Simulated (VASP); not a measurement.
# Al (P6_3/mmc) in VASP: further runs

The runs below take Al through single point, with PBEsol.

Everything below comes from runs of VASP 6.6.1. Logs are shortened: lines on timing, memory, paths and dates and some standing lists are left out, and cuts for length are marked.

### 1 The cell of the first run

It takes space group P6_3/mmc (No. 194, hexagonal). The conventional cell has a = 2.921 Å, b = 2.921 Å, c = 4.521 Å, α = 90.00°, β = 90.00°, γ = 120.00°. Al (site symmetry -6m2) has 12 Al at 2.82 to 2.92 Å within 3.7 Å.

This isn't the form of Al at room conditions, which is fcc.

### 2 Single point, PBEsol (strain +0.025 along x and y, -0.025 along z)

File INCAR:

```
SYSTEM = Al
ALGO = Fast ; EDIFF = 1E-7
ENCUT = 520 ; GGA = PS
ISIF = 2 ; ISMEAR = 0
LASPH = .True. ; LCHARG = .True.
LELF = .True. ; LREAL = .False.
LVHAR = .True. ; LWAVE = .False.
NBANDS = 10 ; NELM = 60
PREC = Accurate ; SIGMA = 0.15
```

File KPOINTS:

```
k-points
0
Gamma
  24 24 14
  0 0 0
```

File POSCAR:

```
Al
1.0
    2.9213219352      0.0000000000      0.0000000000
   -1.4606609676      2.5299390086      0.0000000000
    0.0000000000      0.0000000000      4.5213833727
Al
2
Direct
    0.6666666667      0.3333333333      0.7500000000
    0.3333333333      0.6666666667      0.2500000000
```

Potentials or basis: VASP PAW PBE potentials, release 64 (Al).

Launch:

```bash
> cat potpaw_PBE.64/Al/POTCAR > POTCAR
> mpirun -np 1 vasp_std > vasp.out
```

OUTCAR:

```text
SYSTEM = Al
   EDIFF = 1E-7
   ENCUT = 520
   GGA = PS
   ISIF = 2
   ISMEAR = 0
   LASPH = .True.
   LREAL = .False.
   NELM = 60
   PREC = Accurate

 ion  position               nearest neighbor table
   1  0.667  0.333  0.750-   2 2.82   2 2.82   2 2.82   2 2.82   2 2.82   2 2.82
   2  0.333  0.667  0.250-   1 2.82   1 2.82   1 2.82   1 2.82   1 2.82   1 2.82

  LATTYP: Found a hexagonal cell.
 ALAT       =     2.9213219352
 C/A-ratio  =     1.5477182840

  Lattice vectors:

 A1 = (   2.9213219352,   0.0000000000,   0.0000000000)
 A2 = (  -1.4606609676,   2.5299390086,   0.0000000000)
 A3 = (   0.0000000000,   0.0000000000,   4.5213833727)

Analysis of symmetry for initial positions (statically):
=====================================================================
 Subroutine PRICEL returns:
 Original cell was already a primitive cell.

 Routine SETGRP: Setting up the symmetry group for a
 hexagonal supercell.

 Subroutine GETGRP returns: Found 24 space group operations
 (whereof 12 operations were pure point group operations)
 out of a pool of 24 trial point group operations.

The static configuration has the point symmetry D_3d.
 The point group associated with its full space group is D_6h.

Analysis of symmetry for dynamics (positions and initial velocities):
=====================================================================
 Subroutine PRICEL returns:
 Original cell was already a primitive cell.

 Routine SETGRP: Setting up the symmetry group for a
 hexagonal supercell.

 Subroutine GETGRP returns: Found 24 space group operations
 (whereof 12 operations were pure point group operations)
 out of a pool of 24 trial point group operations.

The dynamic configuration has the point symmetry D_3d.
 The point group associated with its full space group is D_6h.

 Subroutine INISYM returns: Found 24 space group operations
 (whereof 12 operations are pure point group operations),
 and found     1 'primitive' translations

----------------------------------------------------------------------------------------

                                     Primitive cell

  volume of cell :      33.4165

  direct lattice vectors                    reciprocal lattice vectors
     2.921321935  0.000000000  0.000000000     0.342310783  0.197633223  0.000000000
    -1.460660968  2.529939009  0.000000000     0.000000000  0.395266446  0.000000000
     0.000000000  0.000000000  4.521383373     0.000000000  0.000000000  0.221171247

  length of vectors
[... 84 lines left out ...]
   EDIFFG = 0.1E-05   stopping-criterion for IOM
   NSW    =      0    number of steps for IOM
   IBRION =     -1    ionic relax: 0-MD 1-quasi-New 2-CG
   NFREE  =      0    steps in history (QN), initial steepest desc. (CG)
   ISIF   =      2    stress and relaxation
   ISYM   =      2    0-nonsym 1-usesym 2-fastsym
   POTIM  = 0.5000    time-step for ionic-motion
   TEBEG  =    0.0;   TEEND  =   0.0 temperature during run
   PSTRESS=    0.0 pullay stress
   NELECT =       6.0000    total number of electrons
   NUPDOWN=      -1.0000    fix difference up-down
   EMIN   =  10.00;   EMAX   =-10.00  energy-range for DOS
   EFERMI =   0.00;   METHOD = LEGACY
   ISMEAR =     0;   SIGMA  =   0.15  broadening in eV -4-tet -1-fermi 0-gaus
   EFERMI_NEDOS =   21; number of points for ismear=-14 and -15
   IALGO  =     68    algorithm
   IMIX   =      4    mixing-type and parameters
     AMIX     =   0.40;   BMIX     =  1.00
     AMIX_MAG =   1.60;   BMIX_MAG =  1.00
  volume/ion in A,a.u.               =      16.71       112.75
  Fermi-wavevector in a.u.,A,eV,Ry     =   0.923574  1.745302 11.605616  0.852989
  Thomas-Fermi vector in A             =   2.049225
   LORBIT       =      0    0 simple, 1 ext, 2 COOP (PROOUT), +10 PAW based schemes
   GGA     = PS    functional components
   LHFCALC =     F    Hartree Fock is set to
   AEXX    =    0.0000 exact exchange contribution
   IVDW    =     0    specifies the selected vdW correction
   LEPSILON=     F    determine dielectric tensor
   LRPA    =     F    only Hartree local field effects (RPA)
 non-spin polarized calculation
 RMM-DIIS sequential band-by-band and
 Gauss-broadening in eV      SIGMA  =   0.15
  energy-cutoff  :      520.00
  volume of cell :       33.42
 maximum number of plane-waves:       929
 NGX is ok and might be reduce to    24
   NGX = 11   NGY = 11   NGZ = 17

 number of electron       6.0000000 magnetization

 Free energy of the ion-electron system (eV)
  ---------------------------------------------------
  ext. energy  EPLUGINS =         0.00000000
  ---------------------------------------------------
  free energy    TOTEN  =        -8.10070244 eV

  energy without entropy =       -8.09082531  energy(sigma->0) =       -8.09576387

 E-fermi :   7.8054     XC(G=0): -10.2109

 val. band max:        7.8011991093   @ k =   0.3333   0.3333   0.2857
 cond. band min:       7.8127344549   @ k =   0.3333   0.0417   0.0714
 fundamental gap:      0.0115353456
 Fermi energy:         7.8054481247

 k-point     1 :       0.0000    0.0000    0.0000
  band No.  band energies     occupation
      1      -3.2283      2.00000
      2       3.5816      2.00000
      3       4.1201      2.00000
      4      17.4040      0.00000
      5      17.4040      0.00000
      6      18.0376      0.00000
      7      18.0376      0.00000
      8      20.2069      0.00000
      9      20.9387      0.00000
     10      23.0493      0.00000
[... 287 lines left out ...]
 k-point    24 :       0.4583    0.0417    0.0000
  band No.  band energies     occupation
      1       1.9861      2.00000
      2       2.9559      2.00000
      3       8.3355      0.00000
      4       9.2142      0.00000
      5       9.6481      0.00000
      6      10.1557      0.00000
      7      12.1588      0.00000
      8      15.2396      0.00000
      9      18.2589      0.00000
     10      18.6234      0.00000

 [... further k-points ...]
[... 5 lines left out ...]
  --------------------------------------------------------------------------------------
  -------------------------------------------------------------------------------------
  Total       -0.5894616     -0.5894616      0.2678942      0.0000000     -0.0000000      0.0000000
  in kB      -28.2621566    -28.2621566     12.8443796      0.0000000     -0.0000000      0.0000000
  external PRESSURE =     -14.5599779 kB  Pullay stress =       0.0000000 kB

 VOLUME and BASIS-vectors are now :
 -----------------------------------------------------------------------------
  energy-cutoff  :      520.00
  volume of cell :       33.42
      direct lattice vectors                 reciprocal lattice vectors
     2.921321935  0.000000000  0.000000000     0.342310783  0.197633223  0.000000000
    -1.460660968  2.529939009  0.000000000     0.000000000  0.395266446  0.000000000
     0.000000000  0.000000000  4.521383373     0.000000000  0.000000000  0.221171247

 POSITION                                       TOTAL-FORCE (eV/Angst)
 -----------------------------------------------------------------------------------
      1.46066      0.84331      3.39104        -0.000000     -0.000000      0.000000
     -0.00000      1.68663      1.13035         0.000000      0.000000      0.000000
 -----------------------------------------------------------------------------------
    total drift:                                0.000000     -0.000000     -0.000000

  FREE ENERGIE OF THE ION-ELECTRON SYSTEM (eV)
  ---------------------------------------------------
  free  energy   TOTEN  =        -8.1007024389 eV

  energy  without entropy=       -8.0908253097  energy(sigma->0) =       -8.09576387
```

OSZICAR:

```text
N       E                     dE             d eps       ncg     rms          rms(c)
DAV:   1    -0.823392563522E+00   -0.82339E+00   -0.23354E+03  9760   0.475E+02
DAV:   2    -0.800678971180E+01   -0.71834E+01   -0.69496E+01 13002   0.543E+01
DAV:   3    -0.816001960212E+01   -0.15323E+00   -0.15173E+00 12638   0.639E+00
DAV:   4    -0.816064770176E+01   -0.62810E-03   -0.62804E-03 11892   0.464E-01
DAV:   5    -0.816065292761E+01   -0.52258E-05   -0.52255E-05 11896   0.423E-02    0.192E+00
RMM:   6    -0.812458896417E+01    0.36064E-01   -0.38263E-03  9875   0.322E-01    0.110E+00
RMM:   7    -0.810076451980E+01    0.23824E-01   -0.10295E-02 10208   0.520E-01    0.160E-01
RMM:   8    -0.810069820398E+01    0.66316E-04   -0.43029E-04 10763   0.134E-01    0.249E-02
RMM:   9    -0.810070555434E+01   -0.73504E-05   -0.72226E-05 11268   0.598E-02    0.267E-02
RMM:  10    -0.810070782009E+01   -0.22657E-05   -0.83734E-06 11381   0.201E-02    0.126E-01
RMM:  11    -0.810070322760E+01    0.45925E-05   -0.22995E-06 11339   0.794E-03    0.271E-02
RMM:  12    -0.810070263415E+01    0.59345E-06   -0.65531E-07 11046   0.516E-03    0.763E-03
RMM:  13    -0.810070251861E+01    0.11553E-06   -0.11513E-07  9194   0.196E-03    0.393E-03
RMM:  14    -0.810070243895E+01    0.79666E-07   -0.33062E-08  6882   0.129E-03
   1 F= -.81007024E+01 E0= -.80957639E+01  d E =-.987713E-02
```

Run time: 3.6 min. Hardware: 1 thread of Intel Xeon 8259CL, shared host; peak memory 0.25 GiB.

Results:

```yaml
Free_energy: -8.1007 eV
Pressure: -1.5 GPa
Band_gap_on_the_k_mesh: zero (bands 3 and 4 overlap by 8.17 eV)
```

Levels at points of the mesh, in eV from the Fermi level:
| k point | band 1 | band 2 | band 3 | band 4 | band 5 | band 6 | band 7 | band 8 |
| --- | --- | --- | --- | --- | --- | --- | --- | --- |
| (0.00, 0.00, 0.00) | -11.03 | -4.22 | -3.69 | 9.60 | 9.60 | 10.23 | 10.23 | 12.40 |
| (0.50, 0.00, 0.00) | -5.52 | -5.22 | 0.67 | 1.63 | 1.63 | 2.12 | 4.91 | 6.75 |
| (0.00, 0.00, 0.50) | -9.23 | -9.23 | 4.45 | 4.45 | 11.02 | 11.02 | 11.02 | 11.02 |
| (0.50, 0.00, 0.50) | -3.95 | -3.95 | -3.28 | -3.28 | 6.46 | 6.46 | 7.52 | 7.52 |

Caveat: the cell differs from its parent crystal (strain +0.025 along x and y, -0.025 along z); the PAW data sets were made with another functional, which shifts forces and pressure a little.

### 3 Single point, PBEsol (strain +0.000 along x and y, +0.050 along z)

File INCAR:

```
SYSTEM = Al
PREC = Accurate
ENCUT = 520
EDIFF = 1E-6
ISMEAR = 0
SIGMA = 0.15
LREAL = .FALSE.
LASPH = .TRUE.
NELM = 80
ALGO = Fast
ISIF = 2
LWAVE = .FALSE.
LCHARG = .FALSE.
GGA = PS
NBANDS = 10
```

File KPOINTS:

```
Automatic mesh
0
G
  24 24 14
  0 0 0
```

File POSCAR:

```
Al
1.0
    2.8500701807      0.0000000000      0.0000000000
   -1.4250350903      2.4682331791      0.0000000000
    0.0000000000      0.0000000000      4.8691820937
Al
2
Direct
    0.6666666667      0.3333333333      0.7500000000
    0.3333333333      0.6666666667      0.2500000000
```

Potentials or basis: VASP PAW PBE potentials, release 64 (Al).

Launch:

```bash
> cat potpaw_PBE.64/Al/POTCAR > POTCAR
> mpirun -np 1 vasp_std > vasp.out
```

Wall time 2.9 min (1 thread of Intel Xeon 8259CL, shared host); peak memory 0.25 GiB.

Results (log left out):

| Property | Result |
| --- | --- |
| Free energy | -8.1026 eV |
| Pressure | -3.3 GPa |
| Band gap on the k mesh | zero (bands 3 and 4 overlap by 6.79 eV) |

Stress tensor (GPa, compression positive):
```
-2.66  0.00  0.00
 0.00 -2.66  0.00
 0.00  0.00 -4.47
```

Levels at points of the mesh, in eV from the Fermi level:
```
           k point  band 1  band 2  band 3  band 4  band 5  band 6
(0.00, 0.00, 0.00)  -10.86   -4.84   -4.64   10.99   10.99   11.26
(0.50, 0.00, 0.00)   -4.99   -4.84    0.63    0.70    1.37    1.50
(0.00, 0.00, 0.50)   -9.31   -9.31    2.58    2.58   12.14   12.14
(0.50, 0.00, 0.50)   -3.72   -3.72   -3.07   -3.07    7.30    7.30
```

Caveat: the cell differs from its parent crystal (strain +0.000 along x and y, +0.050 along z); the cell stands under tension; the PAW data sets were made with another functional, which shifts forces and pressure a little.

(Part 1 of 2 ends here.)
